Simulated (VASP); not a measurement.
# Pd (P6_3/mmc) in VASP: notebook, part 2 of 2

VASP 6.6.1. Earlier steps stand in the parts before.

## (3) Single point, PBEsol

This run uses another cell than the first one, of 15.07 Å³/atom, 1.027 times its volume.

Input file INCAR:

```
SYSTEM = Pd
PREC     = Accurate       ! precision mode
ENCUT    = 520            ! plane-wave cutoff, eV
EDIFF    = 1E-6           ! SCF threshold, eV
ISMEAR   = 1              ! smearing method
SIGMA    = 0.1            ! smearing width, eV
LREAL    = .False.        ! projectors in reciprocal space
LASPH    = .True.         ! aspherical terms in the spheres
NELM     = 80             ! most SCF steps
ALGO     = Normal         ! electronic algorithm
ISIF     = 2              ! what is computed and relaxed
LWAVE    = .False.        ! write WAVECAR
LCHARG   = .False.        ! write CHGCAR
GGA      = PS             ! functional
NBANDS   = 28             ! bands
```

Input file KPOINTS:

```
Automatic mesh
0
Gamma
  10 10 3
  0 0 0
```

Input file POSCAR:

```
Pd
1.0
    2.7625620000      0.0000000000      0.0000000000
   -1.3812810000      2.3924490000      0.0000000000
    0.0000000000      0.0000000000      9.1183940000
Pd
4
Direct
    0.0000000000      0.0000000000      0.0000000000
    0.3333333333      0.6666666667      0.2500000000
    0.0000000000      0.0000000000      0.5000000000
    0.6666666667      0.3333333333      0.7500000000
```

Potentials or basis: VASP PAW PBE potentials, release 64 (Pd).

On the command line:

```console
> cat potpaw_PBE.64/Pd/POTCAR > POTCAR
> mpirun -np 1 vasp_std > vasp.out
```

OUTCAR:

```text
SYSTEM = Pd
   PREC = Accurate
   ENCUT = 520
   EDIFF = 1E-6
   ISMEAR = 1
   LREAL = .False.
   LASPH = .True.
   NELM = 80
   ISIF = 2
   GGA = PS

 ion  position               nearest neighbor table
   1  0.000  0.000  0.000-   2 2.78   4 2.78   4 2.78   2 2.78   4 2.78   2 2.78
   2  0.333  0.667  0.250-   1 2.78   3 2.78   1 2.78   3 2.78   1 2.78   3 2.78
   3  0.000  0.000  0.500-   2 2.78   4 2.78   4 2.78   2 2.78   4 2.78   2 2.78
   4  0.667  0.333  0.750-   1 2.78   3 2.78   1 2.78   3 2.78   1 2.78   3 2.78

  LATTYP: Found a hexagonal cell.
 ALAT       =     2.7625620000
 C/A-ratio  =     3.3007020295

  Lattice vectors:

 A1 = (   2.7625620000,   0.0000000000,   0.0000000000)
 A2 = (  -1.3812810000,   2.3924490000,   0.0000000000)
 A3 = (   0.0000000000,   0.0000000000,   9.1183940000)

Analysis of symmetry for initial positions (statically):
=====================================================================
 Subroutine PRICEL returns:
 Original cell was already a primitive cell.

 Routine SETGRP: Setting up the symmetry group for a
 hexagonal supercell.

[... 167 lines left out ...]
  ext. energy  EPLUGINS =         0.00000000
  ---------------------------------------------------
  free energy    TOTEN  =       -23.75527673 eV

  energy without entropy =      -23.75345431  energy(sigma->0) =      -23.75466926

 E-fermi :   9.2744     XC(G=0): -13.2468

 val. band max:        9.2690905663   @ k =   0.4000   0.1000   0.3333
 cond. band min:       9.2803124882   @ k =   0.5000   0.0000   0.0000
 fundamental gap:      0.0112219220
 Fermi energy:         9.2744389873

 k-point     1 :       0.0000    0.0000    0.0000
  band No.  band energies     occupation
      1       2.1898      2.00000
      2       3.8389      2.00000
      3       3.8432      2.00000
      4       4.0824      2.00000
      5       6.4325      2.00000
      6       6.4527      2.00000
[... 733 lines left out ...]
     27      19.2908      0.00000
     28      20.1140      0.00000

 [... further k-points ...]
[... 5 lines left out ...]
  --------------------------------------------------------------------------------------
  -------------------------------------------------------------------------------------
  Total       -2.5713105     -2.5713108     -2.2407685     -0.0000000      0.0000000      0.0000000
  in kB      -68.3584221    -68.3584294    -59.5709469     -0.0000000      0.0000000      0.0000000
  external PRESSURE =     -65.4292661 kB  Pullay stress =       0.0000000 kB

 VOLUME and BASIS-vectors are now :
 -----------------------------------------------------------------------------
  energy-cutoff  :      520.00
  volume of cell :       60.27
      direct lattice vectors                 reciprocal lattice vectors
     2.762562000  0.000000000  0.000000000     0.361982826  0.208990871  0.000000000
    -1.381281000  2.392449000  0.000000000     0.000000000  0.417981742  0.000000000
     0.000000000  0.000000000  9.118394000     0.000000000  0.000000000  0.109668435

 POSITION                                       TOTAL-FORCE (eV/Angst)
 -----------------------------------------------------------------------------------
      0.00000      0.00000      0.00000         0.000000      0.000000      0.000000
     -0.00000      1.59497      2.27960         0.000000      0.000000      0.000000
      0.00000      0.00000      4.55920         0.000000      0.000000      0.000000
      1.38128      0.79748      6.83880        -0.000000     -0.000000     -0.000000
 -----------------------------------------------------------------------------------
    total drift:                               -0.000000      0.000000      0.000000

  FREE ENERGIE OF THE ION-ELECTRON SYSTEM (eV)
  ---------------------------------------------------
  free  energy   TOTEN  =       -23.7552767315 eV

  energy  without entropy=      -23.7534543119  energy(sigma->0) =      -23.75466926
```

OSZICAR:

```text
N       E                     dE             d eps       ncg     rms          rms(c)
DAV:   1     0.259733019633E+03    0.25973E+03   -0.20035E+04  1568   0.139E+03
DAV:   2    -0.183928911393E+02   -0.27813E+03   -0.26553E+03  1640   0.323E+02
DAV:   3    -0.251802448065E+02   -0.67874E+01   -0.66689E+01  1784   0.544E+01
DAV:   4    -0.252381549552E+02   -0.57910E-01   -0.57890E-01  1712   0.491E+00
DAV:   5    -0.252391302334E+02   -0.97528E-03   -0.97527E-03  1728   0.692E-01    0.158E+01
DAV:   6    -0.238137901485E+02    0.14253E+01   -0.41903E+00  1688   0.159E+01    0.691E+00
DAV:   7    -0.237719645585E+02    0.41826E-01   -0.70199E-02  1712   0.185E+00    0.333E+00
DAV:   8    -0.239293687678E+02   -0.15740E+00   -0.10030E+00  1672   0.793E+00    0.433E+00
DAV:   9    -0.237562502497E+02    0.17312E+00   -0.66848E-01  1648   0.668E+00    0.226E-01
DAV:  10    -0.237552989859E+02    0.95126E-03   -0.80524E-03  1668   0.596E-01    0.658E-02
DAV:  11    -0.237552742606E+02    0.24725E-04   -0.75088E-05  1768   0.672E-02    0.314E-02
DAV:  12    -0.237552766165E+02   -0.23559E-05   -0.18084E-05  1688   0.271E-02    0.128E-02
DAV:  13    -0.237552767315E+02   -0.11505E-06   -0.42291E-06  1068   0.161E-02
   1 F= -.23755277E+02 E0= -.23754669E+02  d E =-.182242E-02
```

It took 36 s on 1 thread of Intel Xeon Platinum 8488C (Sapphire Rapids), shared host; peak memory 0.2 GiB.

Results:

| Property | Result |
| --- | --- |
| Free energy | -23.7553 eV |
| Pressure | -6.5 GPa |
| Band gap on the k mesh | zero (band 20 reaches 9.48 eV, above the bottom of band 21 at 8.60 eV) |

Stress tensor (GPa, compression positive):
```
-6.84  0.00  0.00
 0.00 -6.84  0.00
 0.00  0.00 -5.96
```

Levels at points of the mesh, in eV from the Fermi level:
```tsv
k point	band 16	band 17	band 18	band 19	band 20	band 21	band 22	band 23	band 24	band 25
(0.00, 0.00, 0.00)	-1.46	-1.46	-1.01	-1.01	-0.67	-0.67	-0.11	-0.11	0.87	6.93
(0.50, 0.00, 0.00)	0.02	0.09	0.18	0.19	0.21	1.40	2.34	3.64	4.10	7.72
```

Caveat: the PAW data sets were made with another functional, which shifts forces and pressure a little.
